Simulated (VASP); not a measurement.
Set up this calculation in VASP 6.6.1, as the native input.

```
Task                   : single point
Functional             : PBEsol
Potentials or basis    : VASP PAW PBE potentials, release 64 (C, O)
Cutoff                 : 520 eV
k mesh                 : 2 × 2 × 1
Occupations            : fermi-dirac, width 0.05 eV
Spin                   : no spin polarisation
Dipole correction      : no
Further INCAR settings : LREAL = Auto; ALGO = Normal; EDIFF = 1e-06; NBANDS = 57
```

The structure of C19O lies in POSCAR:

```
C19O
1.0
    7.3980000000      0.0000000000      0.0000000000
   -3.6990000000      6.4068560000      0.0000000000
    0.0000000000      0.0000000000     12.0000000000
C O
19 1
Direct
   -0.0039554775      0.0005032109      0.0698173333
    0.2194584022      0.1122082344      0.0698212500
   -0.0030080586      0.3346675811      0.0697034167
    0.2184740189      0.4453849127      0.0697580000
   -0.0031446269      0.6670081238      0.0698455000
    0.2186152112      0.7779179054      0.0698685000
    0.3303449730      0.0013471506      0.0698450000
    0.5518797507      0.1121177064      0.0698270000
    0.3302265327      0.3337282748      0.0697847500
    0.5519642133      0.4445685996      0.0698098333
    0.3293829095      0.6671286197      0.0698468333
    0.5528080514      0.7788796876      0.0698375833
    0.6635919556      0.0004142437      0.0698212500
    0.8853040855      0.1112878142      0.0697647500
    0.6627582538      0.3338476782      0.0697901667
    0.8861314870      0.4454927659      0.0697540833
    0.6636751664      0.6679864508      0.0698332500
    0.8851903443      0.7787570066      0.0698395000
    0.1437081912      0.6034031356      0.3376095833
    0.2377200784      0.7323025521      0.3997108333
```

The input as run:

INCAR

```
SYSTEM = C19O
ALGO = Normal
EDIFF = 1E-6
ENCUT = 520
GGA = PS
ISIF = 2
ISMEAR = -1
LASPH = .True.
LCHARG = .False.
LREAL = Auto
LWAVE = .False.
NBANDS = 57
NELM = 80
PREC = Accurate
SIGMA = 0.05
```

KPOINTS

```
k-points
0
Gamma
  2 2 1
  0 0 0
```

Potentials or basis: VASP PAW PBE potentials, release 64 (C, O).

Command:

```bash
$ cat potpaw_PBE.64/C/POTCAR potpaw_PBE.64/O/POTCAR > POTCAR
$ mpirun -np 1 vasp_std > vasp.out
```

It gave:

```json
{
  "Largest force": "0.997 eV/Å",
  "Band gap on the k mesh": "0.10 eV"
}
```

Caveat: the k points lie up to 0.49 Å⁻¹ apart; there is no dipole correction, which matters where the two faces differ; semilocal functionals underestimate gaps, and a narrow one can read as zero; the PAW data sets were made with another functional, which shifts forces and pressure a little.

It took 5.3 min on 1 thread of Oxide Virtual Turin-like Processor (shared host), peak memory 0.54 GiB.
